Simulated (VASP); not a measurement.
Here is a VASP 6.6.1 calculation.

Contents of INCAR:

```
ALGO = Normal
EDIFF = 1E-6
ENCUT = 520
GGA = CA
ISIF = 2
ISMEAR = 1
LASPH = T
LCHARG = F
LREAL = F
LWAVE = F
NBANDS = 35
NELM = 80
PREC = Accurate
SIGMA = 0.05
```

File KPOINTS:

```
k-points
0
Gamma
  8 8 2
```

The input POSCAR:

```
MoS2
1.0
    3.2107021507      0.0000000000      0.0000000000
   -1.6053510754      2.7805450626      0.0000000000
    0.0000000000      0.0000000000     12.4861764927
Mo S
2 4
Direct
    0.3333333333      0.6666666667      0.2500000000
    0.6666666667      0.3333333333      0.7500000000
    0.3333333333      0.6666666667      0.6230000000
    0.6666666667      0.3333333333      0.1230000000
    0.3333333333      0.6666666667      0.8770000000
    0.6666666667      0.3333333333      0.3770000000
```

Potentials or basis: VASP PAW LDA potentials, release 64 (Mo_sv, S).

The run is started by

```bash
$ cat potpaw_LDA.64/Mo_sv/POTCAR potpaw_LDA.64/S/POTCAR > POTCAR
$ mpirun -np 1 vasp_std > vasp.out
```

Q: Predict the pressure.

A: -10.6 GPa.

Q: Estimate the largest force.

A: 1.036 eV/Å.

Q: What does it give for the band gap on the k mesh?

A: 0.94 eV, indirect (least direct gap 1.83 eV).

Forces on the atoms (eV/Å):
```
Mo   0.000  0.000  0.000
Mo   0.000  0.000  0.000
S    0.000  0.000  1.036
S    0.000  0.000  1.036
S    0.000  0.000 -1.036
S    0.000  0.000 -1.036
```

Caveat: forces of over 1 eV/Å act on the atoms, so gaps and moduli don't describe the material at rest. A k mesh can miss the band edges.
